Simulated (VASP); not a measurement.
Wanted: the native input for a VASP 6.6.1 run.

| Property | Result |
| --- | --- |
| Task | single point |
| Functional | PBEsol |
| Potentials or basis | VASP PAW PBE potentials, release 64 (Ta_pv, C) |
| Cutoff | 520 eV |
| k mesh | 14 × 14 × 4 |
| Occupations | gaussian, width 0.15 eV |
| Spin | no spin polarisation |
| Dipole correction | no |
| Further INCAR settings | ALGO = Normal; EDIFF = 1e-06; NBANDS = 37 |

The structure of Ta4C3 lies in POSCAR:

```
Ta4C3
1.0
   -3.1032734570      0.0000000000      0.0000000000
   -1.5516367285     -2.6875136487      0.0000000000
    1.1638827101      0.6719679960     10.1645109918
Ta C
4 3
Direct
    0.3575979669      0.3575979669      0.1893666186
    0.5459401215      0.5459401215      0.9426348013
    0.1514660090      0.1514660090      0.6981042887
    0.7567089931      0.7567089931      0.4524423133
    0.4545268633      0.4545268633      0.5770305159
    0.9912438832      0.9912438832      0.0573012258
    0.0576449956      0.0576449956      0.3228702664
```

These files were run (other wordings do the same):

INCAR

```
SYSTEM = Ta4C3
  PREC = Accurate
  ENCUT = 520
  EDIFF = 1E-6
  ISMEAR = 0
  SIGMA = 0.15
  LREAL = .False.
  LASPH = .True.
  NELM = 80
  ALGO = Normal
  ISIF = 2
  LWAVE = .False.
  LCHARG = .True.
  GGA = PS
  LELF = .True.
  LVHAR = .True.
  NBANDS = 37
```

KPOINTS

```
regular mesh
0
Gamma
  14 14 4
  0 0 0
```

Potentials or basis: VASP PAW PBE potentials, release 64 (Ta_pv, C).

Launch:

```sh
$ cat potpaw_PBE.64/Ta_pv/POTCAR potpaw_PBE.64/C/POTCAR > POTCAR
$ mpirun -np 1 vasp_std > vasp.out
```

Results of the run:

- Pressure: 4.7 GPa
- Largest force: 3.464 eV/Å
- Band gap on the k mesh: zero (bands 28 and 29 overlap by 0.54 eV)

Caveat: the cell stands under pressure; the PAW data sets were made with another functional, which shifts forces and pressure a little; spin-orbit coupling is left out, which moves the levels of the heavy elements.

It took 9.5 min on 1 thread of Oxide Virtual Turin-like Processor (shared host), peak memory 0.56 GiB.
